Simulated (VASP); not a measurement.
# Co (P6_3/mmc) in VASP: a series of runs, part 2 of 3

VASP 6.6.1.

## Step 4: Electric field gradients, PBE, collinear spin, ferromagnetic start

This run uses another cell than the first one, of 11.24 Å³/atom.

INCAR reads:

```
SYSTEM = Co
PREC = Accurate
ENCUT = 520
EDIFF = 1E-8
ISMEAR = -1
SIGMA = 0.08
LREAL = .False.
LASPH = .True.
NELM = 150
ALGO = Normal
ISIF = 2
LWAVE = .False.
LCHARG = .False.
ISPIN = 2
MAGMOM = 2 2
LORBIT = 11
LMAXMIX = 4
GGA = PE
LEFG = .True.
NBANDS = 20
```

KPOINTS reads:

```
Automatic mesh
0
Gamma
  19 19 10
  0 0 0
```

POSCAR reads:

```
Co
1.0
    2.5190008694      0.0000000000      0.0000000000
   -1.2595004347      2.1815187451      0.0000000000
    0.0000000000      0.0000000000      4.0910000000
Co
2
Direct
    0.3333333333      0.6666666667      0.2500000000
    0.6666666667      0.3333333333      0.7500000000
```

Potentials or basis: VASP PAW PBE potentials, release 64 (Co).

The run is started by

```bash
> cat potpaw_PBE.64/Co/POTCAR > POTCAR
> mpirun -np 1 vasp_std > vasp.out
```

OUTCAR:

```text
SYSTEM = Co
   PREC = Accurate
   ENCUT = 520
   EDIFF = 1E-8
   ISMEAR = -1
   LREAL = .False.
   LASPH = .True.
   NELM = 150
   ISIF = 2
   ISPIN = 2
   LORBIT = 11
   GGA = PE

 ion  position               nearest neighbor table
   1  0.333  0.667  0.250-   2 2.51   2 2.51   2 2.51   2 2.51   2 2.51   2 2.51
   2  0.667  0.333  0.750-   1 2.51   1 2.51   1 2.51   1 2.51   1 2.51   1 2.51

  LATTYP: Found a hexagonal cell.
 ALAT       =     2.5190008694
 C/A-ratio  =     1.6240566050

  Lattice vectors:

 A1 = (   2.5190008694,   0.0000000000,   0.0000000000)
 A2 = (  -1.2595004347,   2.1815187451,   0.0000000000)
 A3 = (   0.0000000000,   0.0000000000,   4.0910000000)

Analysis of symmetry for initial positions (statically):
=====================================================================
 Subroutine PRICEL returns:
 Original cell was already a primitive cell.

 Routine SETGRP: Setting up the symmetry group for a
 hexagonal supercell.

 Subroutine GETGRP returns: Found 24 space group operations
 (whereof 12 operations were pure point group operations)
 out of a pool of 24 trial point group operations.

The static configuration has the point symmetry D_3d.
 The point group associated with its full space group is D_6h.

Analysis of symmetry for dynamics (positions and initial velocities):
=====================================================================
 Subroutine PRICEL returns:
 Original cell was already a primitive cell.

 Routine SETGRP: Setting up the symmetry group for a
 hexagonal supercell.

 Subroutine GETGRP returns: Found 24 space group operations
 (whereof 12 operations were pure point group operations)
 out of a pool of 24 trial point group operations.

The dynamic configuration has the point symmetry D_3d.
 The point group associated with its full space group is D_6h.

Analysis of structural, dynamic, and magnetic symmetry:
=====================================================================
 Subroutine PRICEL returns:
 Original cell was already a primitive cell.

 Routine SETGRP: Setting up the symmetry group for a
 hexagonal supercell.

 Subroutine GETGRP returns: Found 24 space group operations
 (whereof 12 operations were pure point group operations)
 out of a pool of 24 trial point group operations.

The overall configuration has the point symmetry D_3d.
 The point group associated with its full space group is D_6h.

 Subroutine INISYM returns: Found 24 space group operations
 (whereof 12 operations are pure point group operations),
 and found     1 'primitive' translations

----------------------------------------------------------------------------------------

                                     Primitive cell

  volume of cell :      22.4811

  direct lattice vectors                    reciprocal lattice vectors
     2.519000869  0.000000000  0.000000000     0.396982793  0.229198122  0.000000000
    -1.259500435  2.181518745  0.000000000     0.000000000  0.458396244  0.000000000
[... 114 lines left out ...]
   LEPSILON=     F    determine dielectric tensor
   LRPA    =     F    only Hartree local field effects (RPA)
 spin polarized calculation
  energy-cutoff  :      520.00
  volume of cell :       22.48
 maximum number of plane-waves:       621
 NGX is ok and might be reduce to    20
   NGX =  9   NGY =  9   NGZ = 15

 number of electron      18.0000005 magnetization       3.2676212

 Free energy of the ion-electron system (eV)
  ---------------------------------------------------
  ext. energy  EPLUGINS =         0.00000000
  ---------------------------------------------------
  free energy    TOTEN  =       -14.07001627 eV

  energy without entropy =      -14.02950032  energy(sigma->0) =      -14.04975829

 E-fermi :   9.7661     XC(G=0): -13.1971

 val. band max:        9.7642287058   @ k =   0.1053   0.1053   0.1000
 cond. band min:       9.7668665998   @ k =   0.1579   0.0526   0.0000
 fundamental gap:      0.0026378941
 Fermi energy:         9.7660896487

 spin component 1

 k-point     1 :       0.0000    0.0000    0.0000
  band No.  band energies     occupation
      1       1.0633      1.00000
      2       4.7922      1.00000
      3       7.1786      1.00000
      4       7.2198      1.00000
      5       7.2198      1.00000
      6       7.5082      1.00000
[... 541 lines left out ...]
     19      32.4615      0.00000
     20      34.1034      0.00000

 [... further k-points ...]

 spin component 2

 k-point     1 :       0.0000    0.0000    0.0000
  band No.  band energies     occupation
      1       1.0508      1.00000
      2       5.7418      1.00000
      3       8.8244      0.99999
      4       8.8808      0.99998
      5       8.8808      0.99998
      6       9.2216      0.99889
[... 541 lines left out ...]
     19      32.7869      0.00000
     20      34.4382      0.00000

 [... further k-points ...]

------------------------ aborting loop because EDIFF is reached ----------------------------------------

  FORCE on cell =-STRESS in cart. coord.  units (eV):
  Direction    XX          YY          ZZ          XY          YZ          ZX
  --------------------------------------------------------------------------------------
  -------------------------------------------------------------------------------------
  Total       -0.9483753     -0.9483753     -1.1032879      0.0000000      0.0000000      0.0000000
  in kB      -67.5886995    -67.5886995    -78.6289896      0.0000000      0.0000000      0.0000000
  external PRESSURE =     -71.2687962 kB  Pullay stress =       0.0000000 kB

 VOLUME and BASIS-vectors are now :
 -----------------------------------------------------------------------------
  energy-cutoff  :      520.00
  volume of cell :       22.48
      direct lattice vectors                 reciprocal lattice vectors
     2.519000869  0.000000000  0.000000000     0.396982793  0.229198122  0.000000000
    -1.259500435  2.181518745  0.000000000     0.000000000  0.458396244  0.000000000
     0.000000000  0.000000000  4.091000000     0.000000000  0.000000000  0.244439012

 POSITION                                       TOTAL-FORCE (eV/Angst)
 -----------------------------------------------------------------------------------
     -0.00000      1.45435      1.02275         0.000000     -0.000000      0.000000
      1.25950      0.72717      3.06825        -0.000000      0.000000      0.000000
 -----------------------------------------------------------------------------------
    total drift:                               -0.000000      0.000000     -0.000000

  FREE ENERGIE OF THE ION-ELECTRON SYSTEM (eV)
  ---------------------------------------------------
  free  energy   TOTEN  =       -14.0700162689 eV

  energy  without entropy=      -14.0295003168  energy(sigma->0) =      -14.04975829

 Electric field gradients (V/A^2)
---------------------------------------------------------------------
 ion       V_xx      V_yy      V_zz      V_xy      V_xz      V_yz
---------------------------------------------------------------------
   1       1.033     1.032    -2.065    -0.000     0.000    -0.000
   2       1.033     1.032    -2.065    -0.000    -0.000     0.000
---------------------------------------------------------------------

 Electric field gradients after diagonalization (V/A^2)
 (convention: |V_zz| > |V_xx| > |V_yy|)
----------------------------------------------------------------------
 ion       V_xx      V_yy      V_zz     asymmetry (V_yy - V_xx)/ V_zz
----------------------------------------------------------------------
   1       1.033     1.032    -2.065       0.000
   2       1.033     1.032    -2.065       0.000
----------------------------------------------------------------------

           NMR quadrupolar parameters

 Cq : quadrupolar parameter    Cq=e*Q*V_zz/h
 eta: asymmetry parameters     (V_yy - V_xx)/ V_zz
 Q  : nuclear electric quadrupole moment in mb (millibarn)
----------------------------------------------------------------------
 ion       Cq(MHz)       eta       Q (mb)
----------------------------------------------------------------------
   1      -0.005       0.000       1.000
   2      -0.005       0.000       1.000
----------------------------------------------------------------------

 total charge

# of ion       s       p       d       tot
------------------------------------------
    1        0.474   0.491   7.240   8.206
    2        0.474   0.491   7.240   8.206
--------------------------------------------------
tot          0.948   0.983  14.481  16.412

 magnetization (x)

# of ion       s       p       d       tot
------------------------------------------
    1       -0.014  -0.053   1.728   1.661
    2       -0.014  -0.053   1.728   1.661
--------------------------------------------------
tot         -0.029  -0.106   3.456   3.321
```

OSZICAR:

```text
N       E                     dE             d eps       ncg     rms          rms(c)
DAV:   1     0.852667331035E+02    0.85267E+02   -0.82065E+03 20156   0.122E+03
DAV:   2    -0.115973395634E+02   -0.96864E+02   -0.87067E+02 19444   0.215E+02
DAV:   3    -0.161019561983E+02   -0.45046E+01   -0.42987E+01 21824   0.562E+01
DAV:   4    -0.161706987327E+02   -0.68743E-01   -0.68687E-01 23516   0.613E+00
DAV:   5    -0.161726286022E+02   -0.19299E-02   -0.19298E-02 22144   0.971E-01    0.144E+01
DAV:   6    -0.145620879768E+02    0.16105E+01   -0.79999E+00 21700   0.571E+01    0.734E+00
DAV:   7    -0.141020468262E+02    0.46004E+00   -0.13080E+00 22120   0.213E+01    0.373E+00
DAV:   8    -0.140848749783E+02    0.17172E-01   -0.16778E-02 24996   0.122E+00    0.167E+00
DAV:   9    -0.140704903470E+02    0.14385E-01   -0.34375E-03 30324   0.101E+00    0.465E-01
DAV:  10    -0.140700966480E+02    0.39370E-03   -0.52307E-04 25048   0.274E-01    0.171E-01
DAV:  11    -0.140700187311E+02    0.77917E-04   -0.12285E-04 28400   0.171E-01    0.292E-02
DAV:  12    -0.140700173620E+02    0.13691E-05   -0.12190E-05 20464   0.322E-02    0.167E-02
DAV:  13    -0.140700166817E+02    0.68029E-06   -0.20340E-06 28728   0.153E-02    0.787E-03
DAV:  14    -0.140700165744E+02    0.10724E-06   -0.34354E-07 20872   0.453E-03    0.271E-03
DAV:  15    -0.140700162231E+02    0.35138E-06   -0.14552E-08 19028   0.175E-03    0.932E-04
DAV:  16    -0.140700162335E+02   -0.10391E-07   -0.45181E-09 10928   0.772E-04    0.439E-04
DAV:  17    -0.140700162616E+02   -0.28177E-07   -0.65329E-10  9972   0.240E-04    0.571E-05
DAV:  18    -0.140700162689E+02   -0.72700E-08   -0.19782E-10  9892   0.129E-04
   1 F= -.14070016E+02 E0= -.14049758E+02  d E =-.405160E-01  mag=     3.2676
```

stdout:

```text
POSCAR found type information on POSCAR Co
 POSCAR found :  1 types and       2 ions
 scaLAPACK will be used
 LDA part: xc-table for (Slater+PW92), standard interpolation
 POSCAR, INCAR and KPOINTS ok, starting setup
 FFT: planning ... GRIDC
 FFT: planning ... GRID_SOFT
 FFT: planning ... GRID
 WAVECAR not read
 entering main loop
ion   1

ion   2
```

Wall time 6.4 min (1 thread of Intel Xeon 8259CL, shared host); peak memory 0.26 GiB.

What came out:

```yaml
Free_energy: -14.0700 eV
Pressure: -7.1 GPa
Net_moment: 3.27 μB per cell
Site_moments: Co +1.66 μB
Largest_electric_field_gradient_by_atom: Co -2.1 V/Å²
Valence_electrons_inside_the_program's_atomic_spheres: Co 8.21
```

Electric field gradients, principal values (V/Å²):
```csv
atom,least,middle,greatest (by size)
1 Co,1.032,1.033,-2.065
2 Co,1.032,1.033,-2.065
```

Caveat: the cell stands under tension; without QUAD_EFG the Cq values of the log hold for a quadrupole moment of 1 mb, not for the nuclei.

[end of part 2 of 3]
